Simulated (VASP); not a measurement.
A run of VASP 6.6.1 is set up as follows.

Contents of INCAR:

```
PREC = Accurate
ENCUT = 600
EDIFF = 1E-6
ISMEAR = 0
SIGMA = 0.1
LREAL = F
LASPH = T
NELM = 100
ALGO = Normal
ISIF = 3
LWAVE = F
LCHARG = F
IBRION = 2
NSW = 100
EDIFFG = -0.05
```

The input KPOINTS:

```
Automatic mesh
0
Gamma
  9 9 6
```

File POSCAR:

```
TiB2
1.0
    3.0259273100      0.0000000000      0.0000000000
   -1.5129636600      2.6205299200      0.0000000000
    0.0000000000      0.0000000000      3.2287677100
Ti B
1 2
Direct
    0.0000000000      0.0000000000      0.0000000000
    0.3333333300      0.6666666700      0.5000000000
    0.6666666700      0.3333333300      0.5000000000
```

Potentials or basis: VASP PAW LDA potentials, release 64 (Ti_sv, B).

Launch:

```console
$ cat potpaw_LDA.64/Ti_sv/POTCAR potpaw_LDA.64/B/POTCAR > POTCAR
$ mpirun -np 1 vasp_std > vasp.out
```

Question: Estimate the space group after relaxing (to 0.05 Å).

Answer: P6/mmm (No. 191).

Question: Estimate the relaxed cell.

Answer: a = 2.997 Å, b = 2.997 Å, c = 3.160 Å, α = 90.00°, β = 90.00°, γ = 120.00°.

Final structure:
```xyz
3
Lattice="2.9967 0.0000 0.0000 -1.4984 2.5952 0.0000 0.0000 0.0000 3.1600" Properties=species:S:1:pos:R:3 pbc="T T T"
Ti    0.0000    0.0000    0.0000
B     0.0000    1.7301    1.5800
B     1.4984    0.8651    1.5800
```
